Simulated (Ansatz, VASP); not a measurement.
Given: the input of a run of VASP 6.6.1 on AlNi3.

INCAR

```
PREC     = Accurate       # precision mode
ENCUT    = 590            # plane-wave cutoff, eV
EDIFF    = 1E-6           # SCF threshold, eV
ISMEAR   = -1             # smearing method
SIGMA    = 0.05           # smearing width, eV
LREAL    = False          # projectors in reciprocal space
LASPH    = True           # aspherical terms in the spheres
NELM     = 200            # most SCF steps
ALGO     = Normal         # electronic algorithm
ISIF     = 2              # what is computed and relaxed
LWAVE    = False          # write WAVECAR
LCHARG   = False          # write CHGCAR
ISPIN    = 2              # spin polarisation
MAGMOM   = 0.266667 0.266667 0.266667 0 # initial moments
LORBIT   = 11             # projections on sites
NUPDOWN  = 0.8            # fixed moment
LMAXMIX  = 4              # l up to which the mixer works
GGA      = PS             # functional
NBANDS   = 40             # bands
GGA_COMPAT= False
```

The input KPOINTS:

```
regular mesh
0
Gamma
  6 6 6
```

POSCAR

```
AlNi3
1.0
    3.5230547267      0.0000000000      0.0000000000
    0.0000000000      3.5230547267      0.0000000000
    0.0000000000      0.0000000000      3.5230547267
Ni Al
3 1
Direct
    0.5000000000      0.5000000000      0.0000000000
    0.5000000000      0.0000000000      0.5000000000
    0.0000000000      0.5000000000      0.5000000000
    0.0000000000      0.0000000000      0.0000000000
```

Potentials or basis: VASP PAW PBE potentials, release 64 (Ni_sv_GW, Al).

Run with:

```bash
$ cat potpaw_PBE.64/Ni_sv_GW/POTCAR potpaw_PBE.64/Al/POTCAR > POTCAR
$ mpirun -np 1 vasp_std > vasp.out
```

Set up the same calculation for Ansatz 0.2.0. Potentials there: Ansatz PAW.

As run (the cutoff follows the program's own potentials):

Contents of input.yaml:

```yaml
crystal:
  lattice:
    - [3.5230547267, 0.0, 0.0]
    - [0.0, 3.5230547267, 0.0]
    - [0.0, 0.0, 3.5230547267]
  atoms:
    - { symbol: Ni, position: [0.5, 0.5, 0.0], spin: 0.2666666667 }
    - { symbol: Ni, position: [0.5, 0.0, 0.5], spin: 0.2666666667 }
    - { symbol: Ni, position: [0.0, 0.5, 0.5], spin: 0.2666666667 }
    - { symbol: Al, position: [0.0, 0.0, 0.0] }
hamiltonian:
  xc: pbesol
  pseudopotentials: { kind: paw }
magnetization:
  spin_polarized: true
  initial_magnetization: 0.8
  spin_locking: { lock_magnetization: hard }
kpoints:
  mp_grid: { grid: [6, 6, 6] }
scf:
  occupations: { method: fermi_dirac, width: 0.05 }
  lower_state_search: "off"
output:
  forces: true
  stress: true
  eigenvalues: true
```

Potentials or basis: Ansatz PAW.

Launch:

```bash
$ ansatz run input.yaml --threads 2 --pin off --max-ram 5632MiB --backend cpu --events-out ev --progress --plain --runs-dir out
```

Both were run:

|  | VASP | Ansatz | Ansatz less VASP |
| --- | --- | --- | --- |
| pressure (GPa) | -3.6 | -0.5 | +3.05 |
| net moment per atom (μB) | 0.20 | 0.20 | 0.000 |

VASP's potentials were made for PBE, not for PBEsol.
